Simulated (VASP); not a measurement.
# Ge (P6/mmm) in VASP: single point with PBEsol

Aim: the single point of Ge with PBEsol.

Everything below comes from runs of VASP 6.6.1. Logs are shortened: lines on timing, memory, paths and dates and some standing lists are left out, and cuts for length are marked.

## (1) The cell of the first run

Symmetry: P6/mmm, No. 191, hexagonal system. The conventional cell has a = 4.791 Å, b = 4.791 Å, c = 2.772 Å, α = 90.00°, β = 90.00°, γ = 120.00°. Ge (site symmetry 6/mmm) has 14 Ge at 2.77 to 3.09 Å within 3.7 Å. Ge (site symmetry -6m2) has 11 Ge at 2.77 to 3.09 Å within 3.6 Å.

This isn't the form of Ge at room conditions, which is diamond.

## (2) Single point, PBEsol

The input, INCAR:

```
PREC = Accurate
ENCUT = 520
EDIFF = 1E-6
ISMEAR = 0
SIGMA = 0.1
LREAL = False
LASPH = True
NELM = 100
ALGO = Normal
ISIF = 2
LWAVE = False
LCHARG = False
GGA = PS
NBANDS = 28
```

The input, KPOINTS:

```
regular mesh
0
Gamma
  12 12 16
```

The input, POSCAR:

```
Ge
1.0
    4.7912782100      0.0000000000      0.0000000000
   -2.3956391050      4.1493686465      0.0000000000
    0.0000000000      0.0000000000      2.7722498725
Ge
3
Direct
    0.0000000000      0.0000000000      0.0000000000
    0.3333333333      0.6666666667      0.5000000000
    0.6666666667      0.3333333333      0.5000000000
```

Potentials or basis: VASP PAW PBE potentials, release 64 (Ge_d).

On the command line:

```
cat potpaw_PBE.64/Ge_d/POTCAR > POTCAR
mpirun -np 1 vasp_std > vasp.out
```

OUTCAR:

```text
PREC = Accurate
   ENCUT = 520
   EDIFF = 1E-6
   ISMEAR = 0
   LREAL = False
   LASPH = True
   NELM = 100
   ISIF = 2
   GGA = PS

 ion  position               nearest neighbor table
   1  0.000  0.000  0.000-
   2  0.333  0.667  0.500-   3 2.77   3 2.77   3 2.77
   3  0.667  0.333  0.500-   2 2.77   2 2.77   2 2.77

  LATTYP: Found a hexagonal cell.
 ALAT       =     4.7912782100
 C/A-ratio  =     0.5786034021

  Lattice vectors:

 A1 = (   4.7912782100,   0.0000000000,   0.0000000000)
 A2 = (  -2.3956391050,   4.1493686465,   0.0000000000)
 A3 = (   0.0000000000,   0.0000000000,   2.7722498725)

Analysis of symmetry for initial positions (statically):
=====================================================================
 Subroutine PRICEL returns:
 Original cell was already a primitive cell.

 Routine SETGRP: Setting up the symmetry group for a
 hexagonal supercell.

 Subroutine GETGRP returns: Found 24 space group operations
 (whereof 24 operations were pure point group operations)
 out of a pool of 24 trial point group operations.

The static configuration has the point symmetry D_6h.

Analysis of symmetry for dynamics (positions and initial velocities):
=====================================================================
 Subroutine PRICEL returns:
 Original cell was already a primitive cell.

 Routine SETGRP: Setting up the symmetry group for a
 hexagonal supercell.

 Subroutine GETGRP returns: Found 24 space group operations
 (whereof 24 operations were pure point group operations)
 out of a pool of 24 trial point group operations.

The dynamic configuration has the point symmetry D_6h.

 Subroutine INISYM returns: Found 24 space group operations
 (whereof 24 operations are pure point group operations),
 and found     1 'primitive' translations

----------------------------------------------------------------------------------------

                                     Primitive cell

  volume of cell :      55.1145

  direct lattice vectors                    reciprocal lattice vectors
     4.791278210  0.000000000  0.000000000     0.208712572  0.120500260  0.000000000
    -2.395639105  4.149368647  0.000000000     0.000000000  0.241000520  0.000000000
     0.000000000  0.000000000  2.772249873     0.000000000  0.000000000  0.360717845

  length of vectors
     4.791278210  4.791278210  2.772249873     0.241000520  0.241000520  0.360717845

  position of ions in fractional coordinates (direct lattice)
     0.000000000  0.000000000  0.000000000
     0.333333333  0.666666667  0.500000000
     0.666666667  0.333333333  0.500000000

  ion indices of the primitive-cell ions
   primitive index   ion index
                 1           1
                 2           2
                 3           3

----------------------------------------------------------------------------------------

 KPOINTS: regular mesh

Automatic generation of k-mesh.
 Grid dimensions read from file:
 generate k-points for:   12   12   16

 Generating k-lattice:

  Cartesian coordinates                     Fractional coordinates (reciprocal lattice)
     0.017392714  0.010041688  0.000000000     0.083333333  0.000000000  0.000000000
     0.000000000  0.020083377  0.000000000     0.000000000  0.083333333  0.000000000
     0.000000000  0.000000000  0.022544865     0.000000000  0.000000000  0.062500000

  Length of vectors
     0.020083377  0.020083377  0.022544865

  Shift w.r.t. Gamma in fractional coordinates (k-lattice)
     0.000000000  0.000000000  0.000000000

 Subroutine IBZKPT returns following result:
 ===========================================

 Found    171 irreducible k-points:

 Following reciprocal coordinates:
            Coordinates               Weight
  0.000000  0.000000  0.000000      1.000000
  0.083333  0.000000  0.000000      6.000000
  0.166667  0.000000  0.000000      6.000000
  0.250000  0.000000  0.000000      6.000000
  0.333333  0.000000  0.000000      6.000000
  0.416667  0.000000  0.000000      6.000000
[... 16 lines left out ...]
  0.250000  0.000000  0.062500     12.000000
  0.333333  0.000000  0.062500     12.000000
 [... further k-points ...]
   k-points           NKPTS =    171   k-points in BZ     NKDIM =    171   number of bands    NBANDS=     28
   number of dos      NEDOS =    301   number of ions     NIONS =      3
   total plane-waves  NPLWV =  31104
   dimension x,y,z NGX =    36 NGY =   36 NGZ =   24
   dimension x,y,z NGXF=    72 NGYF=   72 NGZF=   48
   ions per type =               3
   NGX,Y,Z   is equivalent  to a cutoff of  12.49, 12.49, 14.39 a.u.
   NGXF,Y,Z  is equivalent  to a cutoff of  24.98, 24.98, 28.78 a.u.
 SYSTEM =  unknown system
   PREC   = accura    normal or accurate (medium, high low for compatibility)
   ISTART =      0    job   : 0-new  1-cont  2-samecut
   ICHARG =      2    charge: 1-file 2-atom 10-const
   ISPIN  =      1    spin polarized calculation?
   LNONCOLLINEAR =      F non collinear calculations
   LSORBIT =      F    spin-orbit coupling
   LASPH  =      T    aspherical Exc in radial PAW
   ENCUT  =  520.0 eV  38.22 Ry    6.18 a.u.   8.91  8.91  5.15*2*pi/ulx,y,z
   NELM   =    100;   NELMIN=  2; NELMDL= -5     # of ELM steps
   EDIFF  = 0.1E-05   stopping-criterion for ELM
   LREAL  =      F    real-space projection
   EDIFFG = 0.1E-04   stopping-criterion for IOM
   NSW    =      0    number of steps for IOM
   IBRION =     -1    ionic relax: 0-MD 1-quasi-New 2-CG
   NFREE  =      0    steps in history (QN), initial steepest desc. (CG)
   ISIF   =      2    stress and relaxation
   ISYM   =      2    0-nonsym 1-usesym 2-fastsym
   POTIM  = 0.5000    time-step for ionic-motion
   TEBEG  =    0.0;   TEEND  =   0.0 temperature during run
   PSTRESS=    0.0 pullay stress
   NELECT =      42.0000    total number of electrons
   NUPDOWN=      -1.0000    fix difference up-down
   EMIN   =  10.00;   EMAX   =-10.00  energy-range for DOS
   EFERMI =   0.00;   METHOD = LEGACY
   ISMEAR =     0;   SIGMA  =   0.10  broadening in eV -4-tet -1-fermi 0-gaus
   EFERMI_NEDOS =   21; number of points for ismear=-14 and -15
   IALGO  =     38    algorithm
   IMIX   =      4    mixing-type and parameters
     AMIX     =   0.40;   BMIX     =  1.00
     AMIX_MAG =   1.60;   BMIX_MAG =  1.00
  volume/ion in A,a.u.               =      18.37       123.98
  Fermi-wavevector in a.u.,A,eV,Ry     =   1.495326  2.825757 30.422641  2.236001
  Thomas-Fermi vector in A             =   2.607485
   LORBIT       =      0    0 simple, 1 ext, 2 COOP (PROOUT), +10 PAW based schemes
   GGA     = PS    functional components
   LHFCALC =     F    Hartree Fock is set to
   AEXX    =    0.0000 exact exchange contribution
   IVDW    =     0    specifies the selected vdW correction
   LEPSILON=     F    determine dielectric tensor
   LRPA    =     F    only Hartree local field effects (RPA)
 non-spin polarized calculation
 Gauss-broadening in eV      SIGMA  =   0.10
  energy-cutoff  :      520.00
  volume of cell :       55.11
 maximum number of plane-waves:      1514
 NGX is ok and might be reduce to    36
   NGX = 17   NGY = 17   NGZ = 11

 number of electron      42.0000065 magnetization

 Free energy of the ion-electron system (eV)
  ---------------------------------------------------
  ext. energy  EPLUGINS =         0.00000000
  ---------------------------------------------------
  free energy    TOTEN  =       -13.99219450 eV

  energy without entropy =      -13.98436041  energy(sigma->0) =      -13.98827745

 E-fermi :   6.9739     XC(G=0): -11.5642

 val. band max:        6.9513337531   @ k =   0.1667   0.0000   0.3125
 cond. band min:       6.9836970641   @ k =   0.2500   0.2500   0.3125
 fundamental gap:      0.0323633110
 Fermi energy:         6.9739246910

 k-point     1 :       0.0000    0.0000    0.0000
  band No.  band energies     occupation
      1     -17.9180      2.00000
      2     -17.8495      2.00000
      3     -17.8495      2.00000
      4     -17.7961      2.00000
      5     -17.7961      2.00000
      6     -17.7412      2.00000
[... 20 lines left out ...]
     27      17.1901      0.00000
     28      17.3233      0.00000

 k-point     2 :       0.0833    0.0000    0.0000
  band No.  band energies     occupation
      1     -17.9178      2.00000
      2     -17.8497      2.00000
      3     -17.8497      2.00000
      4     -17.7962      2.00000
      5     -17.7960      2.00000
      6     -17.7408      2.00000
[... 20 lines left out ...]
     27      17.0739      0.00000
     28      17.2099      0.00000

 k-point     3 :       0.1667    0.0000    0.0000
  band No.  band energies     occupation
      1     -17.9175      2.00000
      2     -17.8504      2.00000
      3     -17.8503      2.00000
      4     -17.7965      2.00000
      5     -17.7958      2.00000
      6     -17.7394      2.00000
[... 20 lines left out ...]
     27      16.7011      0.00000
     28      16.9598      0.00000

 k-point     4 :       0.2500    0.0000    0.0000
  band No.  band energies     occupation
      1     -17.9170      2.00000
      2     -17.8515      2.00000
      3     -17.8512      2.00000
      4     -17.7968      2.00000
      5     -17.7955      2.00000
      6     -17.7371      2.00000
[... 578 lines left out ...]
     27      16.1770      0.00000
     28      17.2336      0.00000

 k-point    23 :       0.2500    0.0000    0.0625
  band No.  band energies     occupation
      1     -17.9104      2.00000
      2     -17.8513      2.00000
      3     -17.8510      2.00000
      4     -17.7997      2.00000
      5     -17.7985      2.00000
      6     -17.7307      2.00000
[... 20 lines left out ...]
     27      15.9085      0.00000
     28      17.4806      0.00000

 k-point    24 :       0.3333    0.0000    0.0625
  band No.  band energies     occupation
      1     -17.9099      2.00000
      2     -17.8526      2.00000
      3     -17.8517      2.00000
      4     -17.8000      2.00000
      5     -17.7981      2.00000
      6     -17.7274      2.00000
[... 20 lines left out ...]
     27      15.6922      0.00000
     28      17.7311      0.00000

 [... further k-points ...]

------------------------ aborting loop because EDIFF is reached ----------------------------------------

  FORCE on cell =-STRESS in cart. coord.  units (eV):
  Direction    XX          YY          ZZ          XY          YZ          ZX
  --------------------------------------------------------------------------------------
  -------------------------------------------------------------------------------------
  Total        0.0180250      0.0180250      0.0109525     -0.0000000      0.0000000      0.0000000
  in kB        0.5239865      0.5239865      0.3183890     -0.0000000      0.0000000      0.0000000
  external PRESSURE =       0.4554540 kB  Pullay stress =       0.0000000 kB

 VOLUME and BASIS-vectors are now :
 -----------------------------------------------------------------------------
  energy-cutoff  :      520.00
  volume of cell :       55.11
      direct lattice vectors                 reciprocal lattice vectors
     4.791278210  0.000000000  0.000000000     0.208712572  0.120500260  0.000000000
    -2.395639105  4.149368647  0.000000000     0.000000000  0.241000520  0.000000000
     0.000000000  0.000000000  2.772249873     0.000000000  0.000000000  0.360717845

 POSITION                                       TOTAL-FORCE (eV/Angst)
 -----------------------------------------------------------------------------------
      0.00000      0.00000      0.00000        -0.000000      0.000000      0.000000
     -0.00000      2.76625      1.38612         0.000000     -0.000000     -0.000000
      2.39564      1.38312      1.38612        -0.000000      0.000000      0.000000
 -----------------------------------------------------------------------------------
    total drift:                                0.000000      0.000000     -0.000000

  FREE ENERGIE OF THE ION-ELECTRON SYSTEM (eV)
  ---------------------------------------------------
  free  energy   TOTEN  =       -13.9921944994 eV

  energy  without entropy=      -13.9843604052  energy(sigma->0) =      -13.98827745
```

Wall time 2 min (1 thread of Intel Xeon Platinum 8259CL at 2.50GHz (Skylake/Cascade Lake), shared host); peak memory 0.31 GiB.

What came out:

| Item | Value |
| --- | --- |
| Free energy | -13.9922 eV |
| Pressure | 0.0 GPa |
| Band gap on the k mesh | zero (bands 21 and 22 overlap by 5.37 eV) |

Levels at points of the mesh, in eV from the Fermi level:
```
           k point  band 19  band 20  band 21  band 22  band 23  band 24
(0.00, 0.00, 0.00)    -3.45    -3.45    -3.35    -3.35     4.95     8.81
(0.50, 0.00, 0.00)    -5.67     1.00     1.12     2.81     3.13     4.65
(0.00, 0.00, 0.50)    -1.66    -1.41    -0.80    -0.47    -0.47     1.02
(0.50, 0.00, 0.50)    -5.00    -3.08    -2.22    -1.68     0.15     4.18
```

Caveat: the PAW data sets were made with another functional, which shifts forces and pressure a little.

The gap in the log of VASP goes by the Fermi energy; the results here count the filled bands.